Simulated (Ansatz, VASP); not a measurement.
## Two plane-wave programs on TiN

Contents of INCAR:

```
SYSTEM = TiN
ALGO = Normal
EDIFF = 1E-6
ENCUT = 600
GGA = PS
GGA_COMPAT = .FALSE.
ISIF = 2
ISMEAR = 1
LASPH = .TRUE.
LCHARG = .FALSE.
LREAL = .FALSE.
LWAVE = .FALSE.
NBANDS = 16
NELM = 120
PREC = Accurate
SIGMA = 0.05
```

KPOINTS

```
k-points
0
G
  11 11 11
  0 0 0
```

File POSCAR:

```
TiN
1.0
    0.0000000000      2.1190000000      2.1190000000
    2.1190000000      0.0000000000      2.1190000000
    2.1190000000      2.1190000000      0.0000000000
Ti N
1 1
Direct
    0.0000000000      0.0000000000      0.0000000000
    0.5000000000      0.5000000000      0.5000000000
```

Input for Ansatz:

```yaml
crystal:
  lattice:
    - [0.0, 2.119, 2.119]
    - [2.119, 0.0, 2.119]
    - [2.119, 2.119, 0.0]
  atoms:
    - { symbol: Ti, position: [0.0, 0.0, 0.0] }
    - { symbol: "N", position: [0.5, 0.5, 0.5] }
kpoints:
  mp_grid:
    grid: [11, 11, 11]
    shift: [0.0, 0.0, 0.0]
hamiltonian:
  xc: pbesol
  pseudopotentials:
    kind: paw
scf:
  convergence:
    dr2_threshold: 1.0e-10
  occupations:
    method: cold
    width: 0.05
output:
  forces: true
  stress: true
```

Alike in both runs: task single point; functional PBEsol; k mesh 11 × 11 × 11; no spin polarisation.

|  | VASP | Ansatz |
| --- | --- | --- |
| version | VASP 6.6.1 | Ansatz 0.2.0 |
| potentials or method | VASP PAW PBE potentials, release 64 (Ti_sv, N) | plane waves, PAW |
| plane-wave cutoff (eV) | 600 | 420 |
| occupations | methfessel-paxton of order 1, width 0.05 eV | cold, width 0.05 eV |
| valence electrons in the cell | 17 | 17 |

VASP gave:

| Quantity | Value |
| --- | --- |
| pressure (GPa) | -6.5 |

**Question.** What did Ansatz give for the same quantities?

**Answer.** Pressure (GPa): -6.8.

VASP's potentials were made for PBE, not for PBEsol.
